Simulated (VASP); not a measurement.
Crystal: HgTe.

```
Hg Te
1.0
     0.00000    3.28916    3.28916
     3.28916    0.00000    3.28916
     3.28916    3.28916    0.00000
Hg Te
1 1
Direct
  0.00000 0.00000 0.00000
  0.25000 0.25000 0.25000
```

Base run:

```yaml
Program: VASP 6.6.1
Functional: r2SCAN
Potentials_or_basis: VASP PAW PBE potentials, release 64 (Hg, Te)
Cutoff: 520 eV
k_mesh: 6 × 6 × 6
Occupations: fermi-dirac, width 0.02 eV
Spin: no spin polarisation
```

Its results: band gap on the k mesh zero (filled and empty bands touch); pressure 0.0 GPa.

Question: The run is repeated on the same cell with these changes: functional from r2SCAN to PBE. What comes out?

Answer: Band gap on the k mesh zero (filled and empty bands touch); pressure 1.3 GPa.

Caveats: spin-orbit coupling is left out, which moves the levels of the heavy elements; the PAW data sets were made with another functional, which shifts forces and pressure a little (some runs).
